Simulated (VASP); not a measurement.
# Au (Fm-3m) in VASP: a series of runs

Au is run at these levels: PBE; tasks: single point, relaxation of cell and atoms.

Program: VASP 6.6.1. These are calculated values, not measurements. Logs are shortened: lines on timing, memory, paths and dates and some standing lists are left out, and cuts for length are marked.

## 1. The cell of the first run

Symmetry: Fm-3m, No. 225, cubic system. The conventional cell has a = 4.044 Å, b = 4.044 Å, c = 4.044 Å, α = 90.00°, β = 90.00°, γ = 90.00°. Au (site symmetry m-3m) has 12 Au at 2.86 Å within 3.8 Å.

## 2. Single point, PBE (volume scaled by 0.92)

Input file INCAR:

```
SYSTEM = Au
  PREC = Accurate
  ENCUT = 520
  EDIFF = 1E-6
  ISMEAR = -1
  SIGMA = 0.1
  LREAL = .False.
  LASPH = .True.
  NELM = 60
  ALGO = Normal
  ISIF = 2
  LWAVE = .False.
  LCHARG = .True.
  GGA = PE
  LELF = .True.
  LVHAR = .True.
  NBANDS = 12
```

Input file KPOINTS:

```
regular mesh
0
Gamma
  17 17 17
  0 0 0
```

Input file POSCAR:

```
Au
1.0
    0.0000000000      2.0217552472      2.0217552472
    2.0217552472      0.0000000000      2.0217552472
    2.0217552472      2.0217552472      0.0000000000
Au
1
Direct
    0.0000000000      0.0000000000      0.0000000000
```

Potentials or basis: VASP PAW PBE potentials, release 64 (Au).

Run with:

```
> cat potpaw_PBE.64/Au/POTCAR > POTCAR
> mpirun -np 1 vasp_std > vasp.out
```

OUTCAR:

```text
SYSTEM = Au
   PREC = Accurate
   ENCUT = 520
   EDIFF = 1E-6
   ISMEAR = -1
   LREAL = .False.
   LASPH = .True.
   NELM = 60
   ISIF = 2
   GGA = PE

 ion  position               nearest neighbor table
   1  0.000  0.000  0.000-

  LATTYP: Found a face centered cubic cell.
 ALAT       =     4.0435104944

  Lattice vectors:

 A1 = (   0.0000000000,   2.0217552472,   2.0217552472)
 A2 = (   2.0217552472,   0.0000000000,   2.0217552472)
 A3 = (   2.0217552472,   2.0217552472,   0.0000000000)

Analysis of symmetry for initial positions (statically):
=====================================================================
 Subroutine PRICEL returns:
 Original cell was already a primitive cell.

 Routine SETGRP: Setting up the symmetry group for a
 face centered cubic supercell.

 Subroutine GETGRP returns: Found 48 space group operations
 (whereof 48 operations were pure point group operations)
 out of a pool of 48 trial point group operations.

The static configuration has the point symmetry O_h .

Analysis of symmetry for dynamics (positions and initial velocities):
=====================================================================
 Subroutine PRICEL returns:
 Original cell was already a primitive cell.

 Routine SETGRP: Setting up the symmetry group for a
 face centered cubic supercell.

 Subroutine GETGRP returns: Found 48 space group operations
 (whereof 48 operations were pure point group operations)
 out of a pool of 48 trial point group operations.

The dynamic configuration has the point symmetry O_h .

 Subroutine INISYM returns: Found 48 space group operations
 (whereof 48 operations are pure point group operations),
 and found     1 'primitive' translations

----------------------------------------------------------------------------------------

                                     Primitive cell

  volume of cell :      16.5278

  direct lattice vectors                    reciprocal lattice vectors
     0.000000000  2.021755247  2.021755247    -0.247309856  0.247309856  0.247309856
     2.021755247  0.000000000  2.021755247     0.247309856 -0.247309856  0.247309856
     2.021755247  2.021755247  0.000000000     0.247309856  0.247309856 -0.247309856

  length of vectors
     2.859193690  2.859193690  2.859193690     0.428353237  0.428353237  0.428353237

  position of ions in fractional coordinates (direct lattice)
     0.000000000  0.000000000  0.000000000

  ion indices of the primitive-cell ions
   primitive index   ion index
                 1           1

----------------------------------------------------------------------------------------

 KPOINTS: regular mesh

Automatic generation of k-mesh.
 Grid dimensions read from file:
 generate k-points for:   17   17   17

 Generating k-lattice:

  Cartesian coordinates                     Fractional coordinates (reciprocal lattice)
    -0.014547639  0.014547639  0.014547639     0.058823529  0.000000000  0.000000000
     0.014547639 -0.014547639  0.014547639     0.000000000  0.058823529  0.000000000
     0.014547639  0.014547639 -0.014547639     0.000000000  0.000000000  0.058823529

  Length of vectors
     0.025197249  0.025197249  0.025197249

  Shift w.r.t. Gamma in fractional coordinates (k-lattice)
     0.000000000  0.000000000  0.000000000

 Subroutine IBZKPT returns following result:
 ===========================================

 Found    165 irreducible k-points:

 Following reciprocal coordinates:
            Coordinates               Weight
  0.000000  0.000000  0.000000      1.000000
  0.058824  0.000000  0.000000      8.000000
  0.117647  0.000000  0.000000      8.000000
  0.176471  0.000000  0.000000      8.000000
  0.235294  0.000000  0.000000      8.000000
  0.294118  0.000000  0.000000      8.000000
[... 16 lines left out ...]
 -0.176471  0.058824  0.000000     24.000000
 -0.117647  0.058824  0.000000     24.000000
 [... further k-points ...]
   k-points           NKPTS =    165   k-points in BZ     NKDIM =    165   number of bands    NBANDS=     12
   number of dos      NEDOS =    301   number of ions     NIONS =      1
   total plane-waves  NPLWV =  13824
   dimension x,y,z NGX =    24 NGY =   24 NGZ =   24
   dimension x,y,z NGXF=    48 NGYF=   48 NGZF=   48
   ions per type =               1
   NGX,Y,Z   is equivalent  to a cutoff of  13.95, 13.95, 13.95 a.u.
   NGXF,Y,Z  is equivalent  to a cutoff of  27.91, 27.91, 27.91 a.u.
 SYSTEM =  Au
   PREC   = accura    normal or accurate (medium, high low for compatibility)
   ISTART =      0    job   : 0-new  1-cont  2-samecut
   ICHARG =      2    charge: 1-file 2-atom 10-const
   ISPIN  =      1    spin polarized calculation?
   LNONCOLLINEAR =      F non collinear calculations
   LSORBIT =      F    spin-orbit coupling
   LASPH  =      T    aspherical Exc in radial PAW
   ENCUT  =  520.0 eV  38.22 Ry    6.18 a.u.   5.32  5.32  5.32*2*pi/ulx,y,z
   NELM   =     60;   NELMIN=  2; NELMDL= -5     # of ELM steps
   EDIFF  = 0.1E-05   stopping-criterion for ELM
   LREAL  =      F    real-space projection
[... 7 lines left out ...]
   TEBEG  =    0.0;   TEEND  =   0.0 temperature during run
   PSTRESS=    0.0 pullay stress
   NELECT =      11.0000    total number of electrons
   NUPDOWN=      -1.0000    fix difference up-down
   EMIN   =  10.00;   EMAX   =-10.00  energy-range for DOS
   EFERMI =   0.00;   METHOD = LEGACY
   ISMEAR =    -1;   SIGMA  =   0.10  broadening in eV -4-tet -1-fermi 0-gaus
   EFERMI_NEDOS =   21; number of points for ismear=-14 and -15
   IALGO  =     38    algorithm
   IMIX   =      4    mixing-type and parameters
     AMIX     =   0.40;   BMIX     =  1.00
     AMIX_MAG =   1.60;   BMIX_MAG =  1.00
  volume/ion in A,a.u.               =      16.53       111.54
  Fermi-wavevector in a.u.,A,eV,Ry     =   1.429334  2.701050 27.796655  2.042997
  Thomas-Fermi vector in A             =   2.549299
   LORBIT       =      0    0 simple, 1 ext, 2 COOP (PROOUT), +10 PAW based schemes
   GGA     = PE    functional components
   LHFCALC =     F    Hartree Fock is set to
   AEXX    =    0.0000 exact exchange contribution
   IVDW    =     0    specifies the selected vdW correction
   LEPSILON=     F    determine dielectric tensor
   LRPA    =     F    only Hartree local field effects (RPA)
 non-spin polarized calculation
  energy-cutoff  :      520.00
  volume of cell :       16.53
 maximum number of plane-waves:       459
 NGX is ok and might be reduce to    24
   NGX = 11   NGY = 11   NGZ = 11

 number of electron      10.9999999 magnetization

 Free energy of the ion-electron system (eV)
  ---------------------------------------------------
  ext. energy  EPLUGINS =         0.00000000
  ---------------------------------------------------
  free energy    TOTEN  =        -3.16563615 eV

  energy without entropy =       -3.15645976  energy(sigma->0) =       -3.16104796

 E-fermi :  10.0897     XC(G=0): -12.9020

 val. band max:       10.0067153576   @ k =   0.4706   0.1765   0.0000
 cond. band min:      10.0917348105   @ k =  -0.4118   0.1176   0.0000
 fundamental gap:      0.0850194529
 Fermi energy:        10.0896864073

 k-point     1 :       0.0000    0.0000    0.0000
  band No.  band energies     occupation
      1      -0.1908      2.00000
      2       5.1307      2.00000
      3       5.1307      2.00000
      4       5.1307      2.00000
      5       6.7290      2.00000
      6       6.7290      2.00000
      7      24.4691      0.00000
      8      28.6468      0.00000
      9      28.6468      0.00000
     10      28.6468      0.00000
     11      33.6508      0.00000
     12      38.6410      0.00000

 k-point     2 :       0.0588    0.0000    0.0000
  band No.  band energies     occupation
      1      -0.0664      2.00000
      2       5.0883      2.00000
      3       5.1746      2.00000
      4       5.1746      2.00000
      5       6.7084      2.00000
      6       6.7084      2.00000
      7      24.6238      0.00000
      8      27.8608      0.00000
      9      28.8028      0.00000
     10      28.8028      0.00000
     11      34.3484      0.00000
     12      37.1368      0.00000

 k-point     3 :       0.1176    0.0000    0.0000
  band No.  band energies     occupation
      1       0.2953      2.00000
      2       4.9831      2.00000
      3       5.2868      2.00000
      4       5.2868      2.00000
      5       6.6691      2.00000
      6       6.6691      2.00000
      7      24.9761      0.00000
      8      26.2697      0.00000
      9      29.2437      0.00000
     10      29.2437      0.00000
     11      34.0157      0.00000
     12      36.3938      0.00000

 k-point     4 :       0.1765    0.0000    0.0000
  band No.  band energies     occupation
      1       0.8513      2.00000
      2       4.8845      2.00000
      3       5.4026      2.00000
      4       5.4026      2.00000
      5       6.6811      2.00000
      6       6.6811      2.00000
      7      24.0700      0.00000
      8      25.6569      0.00000
      9      29.8652      0.00000
     10      29.8652      0.00000
     11      32.4930      0.00000
     12      34.7308      0.00000

 k-point     5 :       0.2353    0.0000    0.0000
  band No.  band energies     occupation
      1       1.4976      2.00000
      2       4.9263      2.00000
      3       5.4328      2.00000
      4       5.4328      2.00000
      5       6.8349      2.00000
      6       6.8349      2.00000
      7      21.9397      0.00000
      8      25.6885      0.00000
      9      30.3239      0.00000
     10      30.3239      0.00000
     11      31.9228      0.00000
     12      33.4317      0.00000

 k-point     6 :       0.2941    0.0000    0.0000
  band No.  band energies     occupation
      1       2.0373      2.00000
      2       5.3240      2.00000
      3       5.3618      2.00000
      4       5.3618      2.00000
      5       7.1339      2.00000
      6       7.1339      2.00000
      7      19.6264      0.00000
      8      25.2524      0.00000
      9      29.8616      0.00000
     10      29.8616      0.00000
     11      32.5695      0.00000
     12      33.3231      0.00000

 k-point     7 :       0.3529    0.0000    0.0000
  band No.  band energies     occupation
      1       2.3112      2.00000
      2       5.2501      2.00000
      3       5.2501      2.00000
      4       6.2289      2.00000
      5       7.4875      2.00000
      6       7.4875      2.00000
      7      17.2907      0.00000
      8      24.6668      0.00000
      9      28.8124      0.00000
     10      28.8124      0.00000
     11      33.9400      0.00000
     12      34.0640      0.00000

 k-point     8 :       0.4118    0.0000    0.0000
  band No.  band energies     occupation
      1       2.3866      2.00000
      2       5.1516      2.00000
      3       5.1516      2.00000
      4       7.4995      2.00000
      5       7.7943      2.00000
      6       7.7943      2.00000
      7      15.1168      0.00000
      8      24.2034      0.00000
      9      27.9137      0.00000
     10      27.9137      0.00000
     11      34.8507      0.00000
     12      34.8507      0.00000
[... 166 lines left out ...]
 k-point    20 :      -0.3529    0.0588    0.0000
  band No.  band energies     occupation
      1       2.4520      2.00000
      2       5.1743      2.00000
      3       5.2687      2.00000
      4       6.2960      2.00000
      5       7.4162      2.00000
      6       8.1271      2.00000
      7      16.5897      0.00000
      8      24.5658      0.00000
      9      27.2293      0.00000
     10      29.0262      0.00000
     11      33.5392      0.00000
     12      34.6805      0.00000

 k-point    21 :      -0.2941    0.0588    0.0000
  band No.  band energies     occupation
      1       2.2652      2.00000
      2       5.2449      2.00000
      3       5.3833      2.00000
      4       5.4606      2.00000
      5       7.0226      2.00000
      6       7.6370      2.00000
      7      18.9010      0.00000
      8      25.0897      0.00000
      9      27.9300      0.00000
     10      30.5119      0.00000
     11      32.1284      0.00000
     12      33.7022      0.00000

 k-point    22 :      -0.2353    0.0588    0.0000
  band No.  band energies     occupation
      1       1.8064      2.00000
      2       4.8850      2.00000
      3       5.4347      2.00000
      4       5.4839      2.00000
      5       6.6744      2.00000
      6       7.2355      2.00000
      7      21.2428      0.00000
      8      25.5794      0.00000
      9      28.6602      0.00000
     10      31.0491      0.00000
     11      31.9003      0.00000
     12      32.9438      0.00000

 k-point    23 :      -0.1765    0.0588    0.0000
  band No.  band energies     occupation
      1       1.1685      2.00000
      2       4.7905      2.00000
      3       5.4643      2.00000
      4       5.4854      2.00000
      5       6.4903      2.00000
      6       6.9467      2.00000
      7      23.4534      0.00000
      8      25.7133      0.00000
      9      28.8140      0.00000
     10      31.1365      0.00000
     11      31.2749      0.00000
     12      34.5562      0.00000

 k-point    24 :      -0.1176    0.0588    0.0000
  band No.  band energies     occupation
      1       0.5682      2.00000
      2       4.8794      2.00000
      3       5.3659      2.00000
      4       5.3936      2.00000
      5       6.5062      2.00000
      6       6.8021      2.00000
      7      25.1079      0.00000
      8      25.7123      0.00000
      9      28.5401      0.00000
     10      30.1283      0.00000
     11      32.8468      0.00000
     12      35.7436      0.00000

 [... further k-points ...]
[... 5 lines left out ...]
  --------------------------------------------------------------------------------------
  -------------------------------------------------------------------------------------
  Total        1.5006798      1.5006798      1.5006798     -0.0000000     -0.0000000      0.0000000
  in kB      145.4731676    145.4731676    145.4731676     -0.0000000     -0.0000000      0.0000000
  external PRESSURE =     145.4731676 kB  Pullay stress =       0.0000000 kB

 VOLUME and BASIS-vectors are now :
 -----------------------------------------------------------------------------
  energy-cutoff  :      520.00
  volume of cell :       16.53
      direct lattice vectors                 reciprocal lattice vectors
     0.000000000  2.021755247  2.021755247    -0.247309856  0.247309856  0.247309856
     2.021755247  0.000000000  2.021755247     0.247309856 -0.247309856  0.247309856
     2.021755247  2.021755247  0.000000000     0.247309856  0.247309856 -0.247309856

 POSITION                                       TOTAL-FORCE (eV/Angst)
 -----------------------------------------------------------------------------------
      0.00000      0.00000      0.00000         0.000000      0.000000      0.000000
 -----------------------------------------------------------------------------------
    total drift:                                0.000000      0.000000      0.000000

  FREE ENERGIE OF THE ION-ELECTRON SYSTEM (eV)
  ---------------------------------------------------
  free  energy   TOTEN  =        -3.1656361471 eV

  energy  without entropy=       -3.1564597643  energy(sigma->0) =       -3.16104796
```

Run time: 32 s. Hardware: 1 thread of Intel Xeon 8259CL, shared host; peak memory 0.16 GiB.

Results:

```yaml
Free_energy: -3.1656 eV
Pressure: 14.5 GPa
```

Caveat: spin-orbit coupling is left out, which moves the levels of the heavy elements.

## 3. Single point, PBE (volume scaled by 0.92)

Input file INCAR:

```
ALGO = Normal
EDIFF = 1E-7
ENCUT = 520
GGA = PE
ISIF = 2
ISMEAR = -1
LASPH = T
LCHARG = T
LELF = T
LREAL = F
LVHAR = T
LWAVE = F
NBANDS = 12
NELM = 60
PREC = Accurate
SIGMA = 0.1
```

Input file KPOINTS:

```
k-points
0
Gamma
  17 17 17
```

POSCAR is that of step 2.

Potentials or basis: VASP PAW PBE potentials, release 64 (Au).

Run with:

```
> cat potpaw_PBE.64/Au/POTCAR > POTCAR
> mpirun -np 1 vasp_std > vasp.out
```

Run time: 40 s. Hardware: 1 thread of Intel Xeon 8259CL, shared host; peak memory 0.16 GiB.

The run converged. Its results:

* Free energy: -3.1656 eV
* Pressure: 14.5 GPa

Levels at points of the mesh, in eV from the Fermi level:
| k point | band 3 | band 4 | band 5 | band 6 | band 7 | band 8 | band 9 | band 10 |
| --- | --- | --- | --- | --- | --- | --- | --- | --- |
| (0.00, 0.00, 0.00) | -4.96 | -4.96 | -3.36 | -3.36 | 14.38 | 18.56 | 18.56 | 18.56 |

Caveat: spin-orbit coupling is left out, which moves the levels of the heavy elements.

(Continued in part 2 of 2.)
